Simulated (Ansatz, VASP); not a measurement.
# SiO2 in VASP and in Ansatz

```
Si O
1.0
     6.91142    0.00000    0.00000
     0.00000    6.91142    0.00000
     0.00000    0.00000    6.41851
Si O
5 10
Direct
  0.26922 0.00000 0.11915
  0.00000 0.73078 0.88085
  0.00000 0.26922 0.88085
  0.73078 0.00000 0.11915
  0.00000 0.00000 0.50000
  0.19100 0.00000 0.35582
  0.00000 0.80900 0.64418
  0.00000 0.19100 0.64418
  0.80900 0.00000 0.35582
  0.19081 0.19081 0.00000
  0.19081 0.80919 0.00000
  0.80919 0.19081 0.00000
  0.80919 0.80919 0.00000
  0.50000 0.00000 0.12084
  0.00000 0.50000 0.87916
```

Alike in both runs: functional LDA; k mesh 4 × 4 × 4; occupations gaussian, width 0.02 eV; no spin polarisation.

Ansatz relaxed the structure, and its values are those at the end. VASP's run is a single point on that final structure, the one shown.

|  | VASP | Ansatz |
| --- | --- | --- |
| version | VASP 6.6.1 | Ansatz 0.2.0 |
| potentials or method | VASP PAW LDA potentials, release 64 (Si, O), cutoff 520 eV | scalar-relativistic, plane waves, PAW |
| valence electrons in the cell | 80 | 80 |

```csv
,VASP,Ansatz,Ansatz less VASP
gap on the k mesh at the Fermi level (eV),5.61,5.61,-0.001
least direct gap on the mesh (eV),5.66,5.66,-0.001
pressure (GPa),-0.5,-0.9,-0.40
rms of the force components (eV/Å),0.026,0.003,-0.0232
```

LDA's correlation is that of Perdew and Zunger in VASP and of Perdew and Wang (1992) in Ansatz. Ansatz's warnings: stress scf threshold loose.
